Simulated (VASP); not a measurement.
**HfC: single point with PBEsol**

The system is HfC.

```xyz
2
Lattice="0.0000 2.3250 2.3250 2.3250 0.0000 2.3250 2.3250 2.3250 0.0000" Properties=species:S:1:pos:R:3 pbc="T T T"
Hf    2.3250    2.3250    2.3250
C     0.0000   -0.3000    0.0000
```

This cell differs from its parent crystal: all C atoms moved -0.300 Å, as atom 2 along Cartesian [0 1 0].

```yaml
Program: VASP 6.6.1
Task: single point
Functional: PBEsol
Potentials_or_basis: VASP PAW PBE potentials, release 64 (Hf_pv, C)
Cutoff: 520 eV
k_mesh: 18 × 18 × 18
Occupations: gaussian, width 0.15 eV
Spin: no spin polarisation
```

The pressure is 2.0 GPa and the largest force is 3.211 eV/Å. The band gap on the k mesh is zero (band 7 reaches 6.01 eV, above the bottom of band 8 at 5.14 eV).

Forces on the atoms (eV/Å):
```
Hf   0.000 -3.211  0.000
C    0.000  3.211  0.000
```

Stress tensor (GPa, compression positive):
```
-8.03  0.00  0.00
 0.00 22.11  0.00
 0.00  0.00 -8.03
```

Levels at points of the mesh, in eV from the Fermi level:
```tsv
k point	band 3	band 4	band 5	band 6	band 7	band 8	band 9	band 10	band 11	band 12
(0.00, 0.00, 0.00)	-29.46	-12.20	-0.55	-0.55	-0.24	1.39	3.25	3.25	3.42	5.36
(0.50, 0.00, 0.00)	-29.53	-8.58	-6.00	-2.91	-2.77	4.81	5.43	5.58	6.54	9.92
(0.50, 0.50, 0.00)	-29.69	-10.22	-2.95	-2.58	-0.24	1.39	5.77	6.70	6.71	8.03
(0.50, 0.00, 0.50)	-29.70	-10.18	-2.31	-1.83	-0.05	-0.05	5.40	6.69	6.69	6.69
```

Run time: 39 s on 1 thread of Intel(R) Xeon(R) 6975P-C (Granite Rapids), with other jobs on the host, peak memory 0.28 GiB.

Caveat: the cell differs from its parent crystal (all C atoms moved -0.300 Å, as atom 2 along Cartesian [0 1 0]); the PAW data sets were made with another functional, which shifts forces and pressure a little; spin-orbit coupling is left out, which moves the levels of the heavy elements.
